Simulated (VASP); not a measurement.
# GaSb (I-4m2) in VASP: notebook, part 2 of 3

VASP 6.6.1. The steps go on from the part before.

### Step 3. Single point, PBE

Contents of INCAR:

```
  PREC = Accurate
  ENCUT = 520
  EDIFF = 1E-7
  ISMEAR = 0
  SIGMA = 0.15
  LREAL = False
  LASPH = True
  NELM = 80
  ALGO = Normal
  ISIF = 2
  LWAVE = False
  LCHARG = False
  GGA = PE
  NBANDS = 16
```

Contents of KPOINTS:

```
Automatic mesh
0
Gamma
  16 16 16
```

Contents of POSCAR:

```
GaSb
1.0
   -2.6735500000      2.6735500000      1.6074500000
    2.6735500000     -2.6735500000      1.6074500000
    2.6735500000      2.6735500000     -1.6074500000
Ga Sb
1 1
Direct
    0.2500000000      0.7500000000      0.5000000000
    0.0000000000      0.0000000000      0.0000000000
```

Potentials or basis: VASP PAW PBE potentials, release 64 (Ga_d, Sb).

Run with:

```console
> cat potpaw_PBE.64/Ga_d/POTCAR potpaw_PBE.64/Sb/POTCAR > POTCAR
> mpirun -np 1 vasp_std > vasp.out
```

OUTCAR:

```text
PREC = Accurate
   ENCUT = 520
   EDIFF = 1E-7
   ISMEAR = 0
   LREAL = False
   LASPH = True
   NELM = 80
   ISIF = 2
   GGA = PE

 ion  position               nearest neighbor table
   1  0.250  0.750  0.500-   2 2.79   2 2.79   2 2.79   2 2.79
   2  0.000  0.000  0.000-   1 2.79   1 2.79   1 2.79   1 2.79

  LATTYP: Found a body centered tetragonal cell.
 ALAT       =     5.3471000000
 C/A-ratio  =     0.6012417946

  Lattice vectors:

 A1 = (  -2.6735500000,   2.6735500000,   1.6074500000)
 A2 = (   2.6735500000,  -2.6735500000,   1.6074500000)
 A3 = (   2.6735500000,   2.6735500000,  -1.6074500000)

Analysis of symmetry for initial positions (statically):
=====================================================================
 Subroutine PRICEL returns:
 Original cell was already a primitive cell.

 Routine SETGRP: Setting up the symmetry group for a
 body centered tetragonal supercell.

 Subroutine GETGRP returns: Found  8 space group operations
 (whereof  8 operations were pure point group operations)
 out of a pool of 16 trial point group operations.

The static configuration has the point symmetry D_2d.

Analysis of symmetry for dynamics (positions and initial velocities):
=====================================================================
 Subroutine PRICEL returns:
 Original cell was already a primitive cell.

 Routine SETGRP: Setting up the symmetry group for a
 body centered tetragonal supercell.

 Subroutine GETGRP returns: Found  8 space group operations
 (whereof  8 operations were pure point group operations)
 out of a pool of 16 trial point group operations.

The dynamic configuration has the point symmetry D_2d.

 Subroutine INISYM returns: Found  8 space group operations
 (whereof  8 operations are pure point group operations),
 and found     1 'primitive' translations

----------------------------------------------------------------------------------------

                                     Primitive cell

  volume of cell :      45.9594

  direct lattice vectors                    reciprocal lattice vectors
    -2.673550000  2.673550000  1.607450000     0.000000000  0.187017262  0.311051666
     2.673550000 -2.673550000  1.607450000     0.187017262  0.000000000  0.311051666
     2.673550000  2.673550000 -1.607450000     0.187017262  0.187017262  0.000000000

  length of vectors
     4.108483261  4.108483261  4.108483261     0.362944341  0.362944341  0.264482348

  position of ions in fractional coordinates (direct lattice)
     0.250000000  0.750000000  0.500000000
     0.000000000  0.000000000  0.000000000

  ion indices of the primitive-cell ions
   primitive index   ion index
                 1           1
                 2           2

----------------------------------------------------------------------------------------

 KPOINTS: Automatic mesh

Automatic generation of k-mesh.
 Grid dimensions read from file:
 generate k-points for:   16   16   16

 Generating k-lattice:

  Cartesian coordinates                     Fractional coordinates (reciprocal lattice)
     0.000000000  0.011688579  0.019440729     0.062500000  0.000000000 -0.000000000
     0.011688579  0.000000000  0.019440729     0.000000000  0.062500000 -0.000000000
     0.011688579  0.011688579  0.000000000     0.000000000  0.000000000  0.062500000

  Length of vectors
     0.022684021  0.022684021  0.016530147

  Shift w.r.t. Gamma in fractional coordinates (k-lattice)
     0.000000000  0.000000000  0.000000000

 Subroutine IBZKPT returns following result:
 ===========================================

 Found    349 irreducible k-points:

 Following reciprocal coordinates:
            Coordinates               Weight
  0.000000  0.000000  0.000000      1.000000
  0.062500  0.000000  0.000000      8.000000
  0.125000  0.000000  0.000000      8.000000
  0.187500  0.000000  0.000000      8.000000
  0.250000  0.000000  0.000000      8.000000
  0.312500  0.000000  0.000000      8.000000
[... 16 lines left out ...]
 -0.125000  0.062500  0.000000     16.000000
 -0.062500  0.062500  0.000000      4.000000
 [... further k-points ...]
   k-points           NKPTS =    349   k-points in BZ     NKDIM =    349   number of bands    NBANDS=     16
   number of dos      NEDOS =    301   number of ions     NIONS =      2
   total plane-waves  NPLWV =  32768
   dimension x,y,z NGX =    32 NGY =   32 NGZ =   32
   dimension x,y,z NGXF=    64 NGYF=   64 NGZF=   64
   ions per type =               1   1
   NGX,Y,Z   is equivalent  to a cutoff of  12.95, 12.95, 12.95 a.u.
   NGXF,Y,Z  is equivalent  to a cutoff of  25.90, 25.90, 25.90 a.u.
 SYSTEM =  unknown system
   PREC   = accura    normal or accurate (medium, high low for compatibility)
   ISTART =      0    job   : 0-new  1-cont  2-samecut
   ICHARG =      2    charge: 1-file 2-atom 10-const
   ISPIN  =      1    spin polarized calculation?
   LNONCOLLINEAR =      F non collinear calculations
   LSORBIT =      F    spin-orbit coupling
   LASPH  =      T    aspherical Exc in radial PAW
   ENCUT  =  520.0 eV  38.22 Ry    6.18 a.u.   7.64  7.64  7.64*2*pi/ulx,y,z
   NELM   =     80;   NELMIN=  2; NELMDL= -5     # of ELM steps
   EDIFF  = 0.1E-06   stopping-criterion for ELM
   LREAL  =      F    real-space projection
   EDIFFG = 0.1E-05   stopping-criterion for IOM
   NSW    =      0    number of steps for IOM
   IBRION =     -1    ionic relax: 0-MD 1-quasi-New 2-CG
   NFREE  =      0    steps in history (QN), initial steepest desc. (CG)
   ISIF   =      2    stress and relaxation
   ISYM   =      2    0-nonsym 1-usesym 2-fastsym
   POTIM  = 0.5000    time-step for ionic-motion
   TEBEG  =    0.0;   TEEND  =   0.0 temperature during run
   PSTRESS=    0.0 pullay stress
   NELECT =      18.0000    total number of electrons
   NUPDOWN=      -1.0000    fix difference up-down
   EMIN   =  10.00;   EMAX   =-10.00  energy-range for DOS
   EFERMI =   0.00;   METHOD = LEGACY
   ISMEAR =     0;   SIGMA  =   0.15  broadening in eV -4-tet -1-fermi 0-gaus
   EFERMI_NEDOS =   21; number of points for ismear=-14 and -15
   IALGO  =     38    algorithm
   IMIX   =      4    mixing-type and parameters
     AMIX     =   0.40;   BMIX     =  1.00
     AMIX_MAG =   1.60;   BMIX_MAG =  1.00
  volume/ion in A,a.u.               =      22.98       155.07
  Fermi-wavevector in a.u.,A,eV,Ry     =   1.197772  2.263462 19.519717  1.434659
  Thomas-Fermi vector in A             =   2.333679
   LORBIT       =      0    0 simple, 1 ext, 2 COOP (PROOUT), +10 PAW based schemes
   GGA     = PE    functional components
   LHFCALC =     F    Hartree Fock is set to
   AEXX    =    0.0000 exact exchange contribution
   IVDW    =     0    specifies the selected vdW correction
   LEPSILON=     F    determine dielectric tensor
   LRPA    =     F    only Hartree local field effects (RPA)
 non-spin polarized calculation
 Gauss-broadening in eV      SIGMA  =   0.15
  energy-cutoff  :      520.00
  volume of cell :       45.96
 maximum number of plane-waves:      1264
   NGX = 15   NGY = 15   NGZ = 15

 number of electron      18.0000001 magnetization

 Free energy of the ion-electron system (eV)
  ---------------------------------------------------
  ext. energy  EPLUGINS =         0.00000000
  ---------------------------------------------------
  free energy    TOTEN  =        -6.95346744 eV

  energy without entropy =       -6.94520535  energy(sigma->0) =       -6.94933639

 E-fermi :   7.1491     XC(G=0): -10.4545

 val. band max:        7.1484390149   @ k =  -0.1875   0.3750   0.0625
 cond. band min:       7.1633019575   @ k =  -0.1875   0.4375   0.1875
 fundamental gap:      0.0148629426
 Fermi energy:         7.1491485121

 k-point     1 :       0.0000    0.0000    0.0000
  band No.  band energies     occupation
      1      -7.8947      2.00000
      2      -7.8187      2.00000
      3      -7.8106      2.00000
      4      -7.7907      2.00000
      5      -7.7907      2.00000
      6      -5.1794      2.00000
[... 8 lines left out ...]
     15      16.8172      0.00000
     16      17.9821      0.00000
[... 419 lines left out ...]
 k-point    24 :      -0.0625    0.0625    0.0000
  band No.  band energies     occupation
      1      -7.8942      2.00000
      2      -7.8197      2.00000
      3      -7.8101      2.00000
      4      -7.7908      2.00000
      5      -7.7901      2.00000
      6      -5.1419      2.00000
[... 8 lines left out ...]
     15      16.6469      0.00000
     16      17.7927      0.00000

 [... further k-points ...]
[... 5 lines left out ...]
  --------------------------------------------------------------------------------------
  -------------------------------------------------------------------------------------
  Total        1.2950437      1.2950437      0.3132896      0.0000000     -0.0000000      0.0000000
  in kB       45.1461720     45.1461720     10.9215036      0.0000000     -0.0000000      0.0000000
  external PRESSURE =      33.7379492 kB  Pullay stress =       0.0000000 kB

 VOLUME and BASIS-vectors are now :
 -----------------------------------------------------------------------------
  energy-cutoff  :      520.00
  volume of cell :       45.96
      direct lattice vectors                 reciprocal lattice vectors
    -2.673550000  2.673550000  1.607450000     0.000000000  0.187017262  0.311051666
     2.673550000 -2.673550000  1.607450000     0.187017262  0.000000000  0.311051666
     2.673550000  2.673550000 -1.607450000     0.187017262  0.187017262  0.000000000

 POSITION                                       TOTAL-FORCE (eV/Angst)
 -----------------------------------------------------------------------------------
      2.67355      0.00000      0.80373        -0.000000      0.000000      0.000000
      0.00000      0.00000      0.00000         0.000000     -0.000000     -0.000000
 -----------------------------------------------------------------------------------
    total drift:                                0.000000     -0.000000     -0.000000

  FREE ENERGIE OF THE ION-ELECTRON SYSTEM (eV)
  ---------------------------------------------------
  free  energy   TOTEN  =        -6.9534674398 eV

  energy  without entropy=       -6.9452053471  energy(sigma->0) =       -6.94933639
```

stdout:

```text
POSCAR found type information on POSCAR GaSb
 POSCAR found :  2 types and       2 ions
 scaLAPACK will be used
 LDA part: xc-table for (Slater+PW92), standard interpolation
 POSCAR, INCAR and KPOINTS ok, starting setup
 FFT: planning ... GRIDC
 FFT: planning ... GRID_SOFT
 FFT: planning ... GRID
 WAVECAR not read
 entering main loop
```

It took 66 s on 1 thread of Intel Xeon 6975P-C (Granite Rapids), shared host; peak memory 0.39 GiB.

Results:

* Free energy: -6.9535 eV
* Pressure: 3.4 GPa
* Band gap on the k mesh: zero (band 9 reaches 9.23 eV, above the bottom of band 10 at 3.98 eV)

Levels at points of the mesh, in eV from the Fermi level:
| k point | band 6 | band 7 | band 8 | band 9 | band 10 | band 11 | band 12 | band 13 |
| --- | --- | --- | --- | --- | --- | --- | --- | --- |
| (0.00, 0.00, 0.00) | -12.33 | -2.41 | -1.85 | -1.85 | 3.47 | 4.71 | 7.15 | 7.48 |
| (0.50, 0.00, 0.00) | -8.65 | -5.98 | -2.40 | -1.78 | -1.18 | 2.26 | 3.47 | 5.42 |
| (0.50, 0.50, 0.00) | -10.65 | -8.33 | 0.17 | 1.80 | 2.61 | 2.73 | 4.30 | 6.08 |
| (0.50, 0.50, 0.50) | -9.26 | -5.95 | -5.24 | -5.24 | 2.86 | 4.28 | 11.21 | 11.21 |

Caveat: spin-orbit coupling is left out, which moves the levels of the heavy elements.

### Step 4. Single point, PBE

Contents of INCAR:

```
SYSTEM = GaSb
ALGO = Normal ; EDIFF = 1E-6
ENCUT = 520 ; GGA = PE
ISIF = 2 ; ISMEAR = 0
LASPH = .True. ; LCHARG = .False.
LREAL = .False. ; LWAVE = .False.
NBANDS = 16 ; NELM = 100
PREC = Accurate ; SIGMA = 0.15
```

Contents of KPOINTS:

```
k-points
0
Gamma
  16 16 16
  0 0 0
```

Contents of POSCAR:

```
GaSb
1.0
   -2.7657340133      2.7657340133      1.5020500000
    2.7657340133     -2.7657340133      1.5020500000
    2.7657340133      2.7657340133     -1.5020500000
Ga Sb
1 1
Direct
    0.2500000000      0.7500000000      0.5000000000
    0.0000000000      0.0000000000      0.0000000000
```

Run with:

```console
> cat potpaw_PBE.64/Ga_d/POTCAR potpaw_PBE.64/Sb/POTCAR > POTCAR
> mpirun -np 1 vasp_std > vasp.out
```

Wall time 70 s (1 thread of Intel Xeon 6975P-C (Granite Rapids), shared host); peak memory 0.39 GiB.

It converged, with:

```
Free energy            : -6.9592 eV
Pressure               : 3.0 GPa
Band gap on the k mesh : zero (band 9 reaches 8.69 eV, above the bottom of band 10 at 4.13 eV)
```

Stress tensor (GPa, compression positive):
```
2.04 0.00 0.00
0.00 2.04 0.00
0.00 0.00 5.03
```

Levels at points of the mesh, in eV from the Fermi level:
| k point | band 5 | band 6 | band 7 | band 8 | band 9 | band 10 | band 11 | band 12 | band 13 | band 14 |
| --- | --- | --- | --- | --- | --- | --- | --- | --- | --- | --- |
| (0.00, 0.00, 0.00) | -14.87 | -12.38 | -3.44 | -2.27 | -2.27 | 3.09 | 6.23 | 6.92 | 6.92 | 8.62 |
| (0.50, 0.00, 0.00) | -14.83 | -8.05 | -5.73 | -2.60 | -1.34 | -1.34 | 2.39 | 3.26 | 5.14 | 7.79 |
| (0.50, 0.50, 0.00) | -14.86 | -10.95 | -8.41 | -0.36 | 1.55 | 1.71 | 1.93 | 5.62 | 7.65 | 9.43 |
| (0.50, 0.50, 0.50) | -14.86 | -9.81 | -6.31 | -5.33 | -5.33 | 4.68 | 6.15 | 10.13 | 10.13 | 12.98 |

Caveat: spin-orbit coupling is left out, which moves the levels of the heavy elements.

### Step 5. Single point, PBE

This run uses another cell than the first one, of 23.07 Å³/atom, 1.003 times its volume.

Contents of INCAR:

```
SYSTEM = GaSb
ALGO = Normal ; EDIFF = 1E-6
ENCUT = 520 ; GGA = PE
ISIF = 2 ; ISMEAR = 0
LASPH = .TRUE. ; LCHARG = .FALSE.
LREAL = .FALSE. ; LWAVE = .FALSE.
NBANDS = 16 ; NELM = 100
PREC = Accurate ; SIGMA = 0.15
```

Contents of KPOINTS:

```
k-points
0
G
  16 16 16
  0 0 0
```

Contents of POSCAR:

```
GaSb
1.0
   -2.7012000000      2.7012000000      1.5810862174
    2.7012000000     -2.7012000000      1.5810862174
    2.7012000000      2.7012000000     -1.5810862174
Ga Sb
1 1
Direct
    0.2500000000      0.7500000000      0.5000000000
    0.0000000000      0.0000000000      0.0000000000
```

Run with:

```console
> cat potpaw_PBE.64/Ga_d/POTCAR potpaw_PBE.64/Sb/POTCAR > POTCAR
> mpirun -np 1 vasp_std > vasp.out
```

It took 64 s on 1 thread of Intel Xeon 6975P-C (Granite Rapids), shared host; peak memory 0.38 GiB.

Results (log left out):

```
Free energy            : -6.9707 eV
Pressure               : 2.9 GPa
Band gap on the k mesh : zero (band 9 reaches 8.99 eV, above the bottom of band 10 at 3.90 eV)
```

Stress tensor (GPa, compression positive):
```
3.51 0.00 0.00
0.00 3.51 0.00
0.00 0.00 1.69
```

Levels at points of the mesh, in eV from the Fermi level:
```
           k point  band 5  band 6  band 7  band 8  band 9  band 10  band 11  band 12  band 13  band 14
(0.00, 0.00, 0.00)  -14.90  -12.28   -2.67   -1.92   -1.92     3.40     5.08     7.40     7.40     7.52
(0.50, 0.00, 0.00)  -14.87   -8.47   -5.87   -2.44   -1.64    -1.20     2.32     3.42     5.34     8.27
(0.50, 0.50, 0.00)  -14.89  -10.67   -8.30    0.07    1.80     2.39     2.53     4.57     6.46     8.34
(0.50, 0.50, 0.50)  -14.89   -9.36   -6.01   -5.22   -5.22     3.32     4.76    10.97    10.97    12.85
```

Caveat: spin-orbit coupling is left out, which moves the levels of the heavy elements.

[end of part 2 of 3]
